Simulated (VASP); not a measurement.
# Ca (Fm-3m) in VASP: notebook

Ca is run at these levels: PBE; tasks: single point.

Everything below comes from runs of VASP 6.6.1. Logs are shortened: lines on timing, memory, paths and dates and some standing lists are left out, and cuts for length are marked.

### Step 1. The cell of the first run

The structure is cubic, space group Fm-3m (No. 225). The conventional cell has a = 5.525 Å, b = 5.525 Å, c = 5.525 Å, α = 90.00°, β = 90.00°, γ = 90.00°. Within 5.1 Å of Ca (site symmetry m-3m) lie 12 Ca at 3.91 Å.

### Step 2. Single point, PBE

INCAR reads:

```
PREC = Accurate ; ENCUT = 520
EDIFF = 1E-7 ; ISMEAR = -1
SIGMA = 0.1 ; LREAL = False
LASPH = True ; NELM = 60
ALGO = Normal ; ISIF = 2
LWAVE = False ; LCHARG = True
GGA = PE ; LELF = True
LVHAR = True ; NBANDS = 22
```

KPOINTS reads:

```
Automatic mesh
0
Gamma
  11 11 4
```

POSCAR reads:

```
Ca
1.0
    0.0000000000      2.7627070339     -2.7627070339
   -2.7627070339      0.0000000000      2.7627070339
    5.5254140678      5.5254140678      5.5254140678
Ca
3
Direct
    0.0000000000      0.0000000000      0.0000000000
    0.3333333330      0.6666666670      0.3333333330
    0.6666666670      0.3333333330      0.6666666670
```

Potentials or basis: VASP PAW PBE potentials, release 64 (Ca_sv).

The run is started by

```console
$ cat potpaw_PBE.64/Ca_sv/POTCAR > POTCAR
$ mpirun -np 1 vasp_std > vasp.out
```

OUTCAR:

```text
PREC = Accurate
   ENCUT = 520
   EDIFF = 1E-7
   ISMEAR = -1
   LREAL = False
   LASPH = True
   NELM = 60
   ISIF = 2
   GGA = PE

 ion  position               nearest neighbor table
   1  0.000  0.000  0.000-
   2  0.333  0.667  0.333-
   3  0.667  0.333  0.667-

  LATTYP: Found a hexagonal cell.
 ALAT       =     3.9070577562
 C/A-ratio  =     2.4494897428

  Lattice vectors:

 A1 = (   0.0000000000,   2.7627070339,  -2.7627070339)
 A2 = (  -2.7627070339,   0.0000000000,   2.7627070339)
 A3 = (   5.5254140678,   5.5254140678,   5.5254140678)

Analysis of symmetry for initial positions (statically):
=====================================================================
 Subroutine PRICEL returns following result:

  LATTYP: Found a face centered cubic cell.
 ALAT       =     5.5254140623

  Lattice vectors:

 A1 = (   2.7627070311,   2.7627070311,   0.0000000000)
 A2 = (  -0.0000000028,   2.7627070311,   2.7627070339)
 A3 = (   2.7627070394,   0.0000000055,   2.7627070339)

   3 primitive cells build up your supercell.

 Routine SETGRP: Setting up the symmetry group for a
 hexagonal supercell.

 Subroutine GETGRP returns: Found 12 space group operations
 (whereof 12 operations were pure point group operations)
 out of a pool of 24 trial point group operations.

The static configuration has the point symmetry D_3d.

Analysis of symmetry for dynamics (positions and initial velocities):
=====================================================================
 Subroutine PRICEL returns following result:

  LATTYP: Found a face centered cubic cell.
 ALAT       =     5.5254140623

  Lattice vectors:

 A1 = (   2.7627070311,   2.7627070311,   0.0000000000)
 A2 = (  -0.0000000028,   2.7627070311,   2.7627070339)
 A3 = (   2.7627070394,   0.0000000055,   2.7627070339)

   3 primitive cells build up your supercell.

 Routine SETGRP: Setting up the symmetry group for a
 hexagonal supercell.

 Subroutine GETGRP returns: Found 12 space group operations
 (whereof 12 operations were pure point group operations)
 out of a pool of 24 trial point group operations.

[... 81 lines left out ...]
   number of dos      NEDOS =    301   number of ions     NIONS =      3
   total plane-waves  NPLWV =  64800
   dimension x,y,z NGX =    30 NGY =   30 NGZ =   72
   dimension x,y,z NGXF=    60 NGYF=   60 NGZF=  144
   ions per type =               3
   NGX,Y,Z   is equivalent  to a cutoff of  12.77, 12.77, 12.51 a.u.
   NGXF,Y,Z  is equivalent  to a cutoff of  25.53, 25.53, 25.01 a.u.
 SYSTEM =  unknown system
   PREC   = accura    normal or accurate (medium, high low for compatibility)
   ISTART =      0    job   : 0-new  1-cont  2-samecut
   ICHARG =      2    charge: 1-file 2-atom 10-const
   ISPIN  =      1    spin polarized calculation?
   LNONCOLLINEAR =      F non collinear calculations
   LSORBIT =      F    spin-orbit coupling
   LASPH  =      T    aspherical Exc in radial PAW
   ENCUT  =  520.0 eV  38.22 Ry    6.18 a.u.   7.26  7.26 17.79*2*pi/ulx,y,z
   NELM   =     60;   NELMIN=  2; NELMDL= -5     # of ELM steps
   EDIFF  = 0.1E-06   stopping-criterion for ELM
   LREAL  =      F    real-space projection
   EDIFFG = 0.1E-05   stopping-criterion for IOM
   NSW    =      0    number of steps for IOM
   IBRION =     -1    ionic relax: 0-MD 1-quasi-New 2-CG
   NFREE  =      0    steps in history (QN), initial steepest desc. (CG)
   ISIF   =      2    stress and relaxation
   ISYM   =      2    0-nonsym 1-usesym 2-fastsym
   POTIM  = 0.5000    time-step for ionic-motion
   TEBEG  =    0.0;   TEEND  =   0.0 temperature during run
   PSTRESS=    0.0 pullay stress
   NELECT =      30.0000    total number of electrons
   NUPDOWN=      -1.0000    fix difference up-down
   EMIN   =  10.00;   EMAX   =-10.00  energy-range for DOS
   EFERMI =   0.00;   METHOD = LEGACY
   ISMEAR =    -1;   SIGMA  =   0.10  broadening in eV -4-tet -1-fermi 0-gaus
   EFERMI_NEDOS =   21; number of points for ismear=-14 and -15
   IALGO  =     38    algorithm
   IMIX   =      4    mixing-type and parameters
     AMIX     =   0.40;   BMIX     =  1.00
     AMIX_MAG =   1.60;   BMIX_MAG =  1.00
  volume/ion in A,a.u.               =      42.17       284.60
  Fermi-wavevector in a.u.,A,eV,Ry     =   1.013281  1.914824 13.969630  1.026739
  Thomas-Fermi vector in A             =   2.146441
   LORBIT       =      0    0 simple, 1 ext, 2 COOP (PROOUT), +10 PAW based schemes
   GGA     = PE    functional components
   LHFCALC =     F    Hartree Fock is set to
   AEXX    =    0.0000 exact exchange contribution
   IVDW    =     0    specifies the selected vdW correction
   LEPSILON=     F    determine dielectric tensor
   LRPA    =     F    only Hartree local field effects (RPA)
 non-spin polarized calculation
  energy-cutoff  :      520.00
  volume of cell :      126.52
 maximum number of plane-waves:      3456
 NGX is ok and might be reduce to    30
   NGX = 15   NGY = 15   NGZ = 35

 number of electron      29.9999988 magnetization

 Free energy of the ion-electron system (eV)
  ---------------------------------------------------
  ext. energy  EPLUGINS =         0.00000000
  ---------------------------------------------------
  free energy    TOTEN  =        -5.85280196 eV

  energy without entropy =       -5.73261867  energy(sigma->0) =       -5.79271032

 E-fermi :   1.9600     XC(G=0):  -7.7370

 val. band max:        1.9503148014   @ k =   0.4545   0.0000   0.5000
 cond. band min:       1.9644682519   @ k =  -0.0909   0.4545   0.2500
 fundamental gap:      0.0141534505
 Fermi energy:         1.9599544559

 k-point     1 :       0.0000    0.0000    0.0000
  band No.  band energies     occupation
      1     -40.0462      2.00000
      2     -40.0360      2.00000
      3     -40.0360      2.00000
      4     -21.0678      2.00000
      5     -21.0678      2.00000
      6     -20.9781      2.00000
[... 589 lines left out ...]
     21       3.9098      0.00000
     22       4.3989      0.00000

 [... further k-points ...]
[... 5 lines left out ...]
  --------------------------------------------------------------------------------------
  -------------------------------------------------------------------------------------
  Total        0.0269676      0.0269676      0.0269676      0.0051202      0.0051202      0.0051202
  in kB        0.3415048      0.3415048      0.3415048      0.0648401      0.0648401      0.0648401
  external PRESSURE =       0.3415048 kB  Pullay stress =       0.0000000 kB

 VOLUME and BASIS-vectors are now :
 -----------------------------------------------------------------------------
  energy-cutoff  :      520.00
  volume of cell :      126.52
      direct lattice vectors                 reciprocal lattice vectors
     0.000000000  2.762707034 -2.762707034    -0.120654608  0.241309215 -0.120654608
    -2.762707034  0.000000000  2.762707034    -0.241309215  0.120654608  0.120654608
     5.525414068  5.525414068  5.525414068     0.060327304  0.060327304  0.060327304

 POSITION                                       TOTAL-FORCE (eV/Angst)
 -----------------------------------------------------------------------------------
      0.00000      0.00000      0.00000        -0.000000     -0.000000     -0.000000
     -0.00000      2.76271      2.76271         0.000000     -0.000000     -0.000000
      2.76271      5.52541      2.76271         0.000000      0.000000      0.000000
 -----------------------------------------------------------------------------------
    total drift:                                0.000000     -0.000000     -0.000000

  FREE ENERGIE OF THE ION-ELECTRON SYSTEM (eV)
  ---------------------------------------------------
  free  energy   TOTEN  =        -5.8528019587 eV

  energy  without entropy=       -5.7326186722  energy(sigma->0) =       -5.79271032
```

stdout:

```text
POSCAR found type information on POSCAR Ca
 POSCAR found :  1 types and       3 ions
 scaLAPACK will be used
 LDA part: xc-table for (Slater+PW92), standard interpolation
 POSCAR, INCAR and KPOINTS ok, starting setup
 FFT: planning ... GRIDC
 FFT: planning ... GRID_SOFT
 FFT: planning ... GRID
 WAVECAR not read
 entering main loop
```

It took 4.8 min on 1 thread of Oxide Virtual Turin-like, shared host; peak memory 0.28 GiB.

Results:

```
Free energy            : -5.8528 eV
Pressure               : 0.0 GPa
Band gap on the k mesh : zero (bands 15 and 16 overlap by 0.33 eV)
```

### Step 3. Single point, PBE

INCAR reads:

```
SYSTEM = Ca
  ALGO = Normal
  EDIFF = 1E-6
  ENCUT = 520
  GGA = PE
  ISIF = 2
  ISMEAR = -1
  LASPH = .TRUE.
  LCHARG = .TRUE.
  LELF = .TRUE.
  LREAL = .FALSE.
  LVHAR = .TRUE.
  LWAVE = .FALSE.
  NBANDS = 22
  NELM = 80
  PREC = Accurate
  SIGMA = 0.1
```

KPOINTS reads:

```
k-points
0
G
  11 11 4
  0 0 0
```

POSCAR is that of step 2.

Potentials or basis: VASP PAW PBE potentials, release 64 (Ca_sv).

The run is started by

```console
$ cat potpaw_PBE.64/Ca_sv/POTCAR > POTCAR
$ mpirun -np 1 vasp_std > vasp.out
```

It took 3.7 min on 1 thread of Oxide Virtual Turin-like, shared host; peak memory 0.28 GiB.

It converged, with:

```yaml
Free_energy: -5.8528 eV
Pressure: 0.0 GPa
Band_gap_on_the_k_mesh: zero (bands 15 and 16 overlap by 0.33 eV)
```

Levels at points of the mesh, in eV from the Fermi level:
| k point | band 12 | band 13 | band 14 | band 15 | band 16 | band 17 | band 18 | band 19 |
| --- | --- | --- | --- | --- | --- | --- | --- | --- |
| (0.00, 0.00, 0.00) | -22.92 | -4.02 | -2.29 | -2.29 | 0.89 | 0.89 | 2.34 | 2.34 |
| (0.00, 0.00, 0.50) | -22.93 | -3.56 | -3.56 | -0.98 | -0.16 | 1.88 | 1.88 | 2.23 |
